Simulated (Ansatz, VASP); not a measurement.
# One calculation of In3GaAs4, two programs

```
In Ga As
1.0
     6.07736    0.00000    0.00000
     0.00000    6.07736    0.00000
     0.00000    0.00000    6.07736
In Ga As
3 1 4
Direct
  0.50000 0.00000 0.00000
  0.00000 0.00000 0.50000
  0.00000 0.50000 0.00000
  0.50000 0.50000 0.50000
  0.26006 0.73994 0.26006
  0.26006 0.26006 0.73994
  0.73994 0.73994 0.73994
  0.73994 0.26006 0.26006
```

Alike in both runs: functional PBE; k mesh 6 × 6 × 6; occupations gaussian, width 0.1 eV; no spin polarisation.

Ansatz relaxed the structure, and its values are those at the end. VASP's run is a single point on that final structure, the one shown.

|  | VASP | Ansatz |
| --- | --- | --- |
| version | VASP 6.6.1 | Ansatz 0.2.0 |
| potentials or method | VASP PAW PBE potentials, release 64 (In_d, Ga_d, As), cutoff 520 eV | scalar-relativistic, plane waves, PAW |
| valence electrons in the cell | 72 | 112 |

|  | VASP | Ansatz | Ansatz less VASP |
| --- | --- | --- | --- |
| gap on the k mesh at the Fermi level (eV) | none | none | - |
| pressure (GPa) | 0.1 | 0.0 | -0.07 |

A gap of «none» marks a metal or a gap that the smearing closes. The functional is the same, so the differences come from potentials, cutoffs and numerics. VASP's potentials hold 72 valence electrons a cell and Ansatz's 112, so a difference there can come from the potentials and not from the codes.
